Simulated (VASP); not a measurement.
Here is a VASP 6.6.1 calculation.

INCAR

```
SYSTEM = Ti4Al12O
PREC = Accurate
ENCUT = 520
EDIFF = 1E-6
ISMEAR = 1
SIGMA = 0.1
LREAL = Auto
LASPH = .TRUE.
NELM = 80
ALGO = Normal
ISIF = 2
LWAVE = .FALSE.
LCHARG = .FALSE.
GGA = PE
NBANDS = 59
```

Contents of KPOINTS:

```
regular mesh
0
G
  3 3 2
  0 0 0
```

Contents of POSCAR:

```
Ti4Al12O
1.0
    3.8447514400      3.8447514400      0.0000000000
   -3.8447514400      3.8447514400      0.0000000000
    0.0000000000      0.0000000000      8.6237151300
Ti Al O
4 12 1
Direct
   -0.0228400981     -0.0223180877     -0.0006722161
    0.0018386104      0.4974222729      0.4970248826
    0.4968940203      0.0023619212      0.4970247666
    0.5215748095      0.5221002011     -0.0006752310
   -0.0061733510     -0.0056450983      0.4982967242
    0.0109033056      0.4883567974     -0.0218920729
    0.4878342669      0.0114260962     -0.0219008858
    0.5049071521      0.5054283821      0.4982877954
    0.2493652750      0.2498969088      0.2788887346
    0.2493681360      0.7498881384      0.7460593147
    0.7493693793      0.2498936576      0.7460612860
    0.7493666483      0.7498962014      0.2501735003
    0.2493673557      0.2498958684      0.7316545021
    0.2493655351      0.7498938605      0.2571795295
    0.7493678187      0.2498910567      0.2571776742
    0.7493688591      0.7498885286      0.7417012162
    0.2493672257      0.2498926172      0.0635421036
```

Potentials or basis: VASP PAW PBE potentials, release 64 (Ti_sv, Al, O).

Run with:

```bash
$ cat potpaw_PBE.64/Ti_sv/POTCAR potpaw_PBE.64/Al/POTCAR potpaw_PBE.64/O/POTCAR > POTCAR
$ mpirun -np 1 vasp_std > vasp.out
```

(1) Estimate the largest force.

(2) What does it give for the band gap on the k mesh?

## Answers

(1) 0.013 eV/Å.

(2) zero (bands 45 and 46 overlap by 0.09 eV).

Caveat: the k points lie up to 0.39 Å⁻¹ apart.
